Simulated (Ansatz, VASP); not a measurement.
As in VASP and in Ansatz

INCAR

```
SYSTEM = As
PREC = Accurate
ENCUT = 520
EDIFF = 1E-7
ISMEAR = -1
SIGMA = 0.1
LREAL = .False.
LASPH = .True.
NELM = 100
ALGO = Normal
ISIF = 2
LWAVE = .False.
LCHARG = .False.
NBANDS = 8
```

File KPOINTS:

```
regular mesh
0
Gamma
  13 13 13
  0 0 0
```

Contents of POSCAR:

```
As
1.0
    2.5634898840      0.0000000000      0.0000000000
    0.0000000000      2.5634898840      0.0000000000
    0.0000000000      0.0000000000      2.5634898840
As
1
Direct
    0.0000000000      0.0000000000      0.0000000000
```

Input for Ansatz:

```yaml
crystal:
  lattice:
    - [2.563489884, 0.0, 0.0]
    - [0.0, 2.563489884, 0.0]
    - [0.0, 0.0, 2.563489884]
  atoms:
    - { symbol: As, position: [0.0, 0.0, 0.0] }
hamiltonian:
  xc: lda
  pseudopotentials:
    kind: paw
    azcp:
      As: "pseudopotentials/As.paw.azcp"
basis:
  ecutwfc: 420
  fft_grid_basis: typed
kpoints:
  mp_grid: { grid: [13, 13, 13], shift: [0, 0, 0] }
magnetization:
  spin_polarized: false
scf:
  occupations: { method: fermi_dirac, width: 0.1 }
  lower_state_search: "off"
output:
  stress: true
  write_density: true
  write_potential: true
  elf: true
  volumetric_format: npy
```

Alike in both runs: task single point; functional LDA; k mesh 13 × 13 × 13; occupations fermi-dirac, width 0.1 eV; no spin polarisation.

```csv
,VASP,Ansatz
version,VASP 6.6.1,Ansatz 0.2.0
potentials or method,"VASP PAW LDA potentials, release 64 (As), cutoff 520 eV","plane waves (420 eV) with PAW, scalar-relativistic"
valence electrons in the cell,5,15
```

|  | VASP | Ansatz | Ansatz less VASP |
| --- | --- | --- | --- |
| pressure (GPa) | 16.7 | 15.9 | -0.83 |

Ansatz warns that its potentials were made for another functional, while VASP's fit it. LDA's correlation is that of Perdew and Zunger in VASP and of Perdew and Wang (1992) in Ansatz. VASP's potentials hold 5 valence electrons a cell and Ansatz's 15, so a difference there can come from the potentials and not from the codes.
